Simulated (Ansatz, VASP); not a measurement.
Sc2Ru in VASP and in Ansatz

```
CELL_PARAMETERS angstrom
0.00000 3.17376 3.17376
3.17376 0.00000 3.17376
3.17376 3.17376 0.00000
ATOMIC_POSITIONS crystal
Sc 0.25000 0.25000 0.25000
Sc 0.75000 0.75000 0.75000
Ru 0.00000 0.00000 0.00000
```

Alike in both runs: functional PBE; k mesh 6 × 6 × 6; occupations gaussian, width 0.1 eV; no spin polarisation.

Ansatz relaxed the structure, and its values are those at the end. VASP's run is a single point on that final structure, the one shown.

```csv
,VASP,Ansatz
version,VASP 6.6.1,Ansatz 0.2.0
potentials or method,"VASP PAW PBE potentials, release 64 (Sc_sv, Ru_pv), cutoff 520 eV","scalar-relativistic, plane waves, PAW"
valence electrons in the cell,36,38
```

Ansatz gave:

```
gap on the k mesh at the Fermi level (eV) : none
pressure (GPa)                            : 0.0
```

Q: Which values does VASP return?

A: gap on the k mesh at the Fermi level (eV): none; pressure (GPa): 0.2.

A gap of «none» marks a metal or a gap that the smearing closes. The functional is the same, so the differences come from potentials, cutoffs and numerics. VASP's potentials hold 36 valence electrons a cell and Ansatz's 38, so a difference there can come from the potentials and not from the codes.
